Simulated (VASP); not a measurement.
Input of a VASP 6.6.1 run:

INCAR

```
PREC = Accurate
ENCUT = 520
EDIFF = 1E-7
ISMEAR = 0
SIGMA = 0.1
LREAL = F
LASPH = T
NELM = 100
ALGO = Normal
ISIF = 2
LWAVE = F
LCHARG = T
GGA = PE
LELF = T
LVHAR = T
NBANDS = 41
```

The input KPOINTS:

```
regular mesh
0
Gamma
  6 6 2
```

Contents of POSCAR:

```
MgCd3Te4
1.0
    4.6519491575      0.0000000031      0.0000000000
   -2.3259745815      4.0287061460      0.0000000000
    0.0000000000      0.0000000000     15.2133985396
Mg Cd Te
1 3 4
Direct
    0.3333333333      0.6666666667      0.4971574064
    0.3333333333      0.6666666667      0.9990350903
    0.6666666667      0.3333333333      0.2514981028
    0.6666666667      0.3333333333      0.7472366048
    0.3333333333      0.6666666667      0.1872663526
    0.3333333333      0.6666666667      0.6827531753
    0.6666666667      0.3333333333      0.4397990995
    0.6666666667      0.3333333333      0.9352542083
```

Potentials or basis: VASP PAW PBE potentials, release 64 (Mg, Cd, Te).

The run is started by

```sh
$ cat potpaw_PBE.64/Mg/POTCAR potpaw_PBE.64/Cd/POTCAR potpaw_PBE.64/Te/POTCAR > POTCAR
$ mpirun -np 1 vasp_std > vasp.out
```

What does it give for the band gap on the k mesh?

0.92 eV.

Estimate the largest force.

0.013 eV/Å.

Predict the pressure.

0.3 GPa.

Forces in eV/Å, atoms in the order of the input:
```
Mg   0.000  0.000  0.011
Cd   0.000  0.000 -0.010
Cd   0.000  0.000 -0.002
Cd   0.000  0.000 -0.013
Te   0.000  0.000  0.010
Te   0.000  0.000 -0.012
Te   0.000  0.000  0.003
Te   0.000  0.000  0.013
```

Caveat: spin-orbit coupling is left out, which moves the levels of the heavy elements.
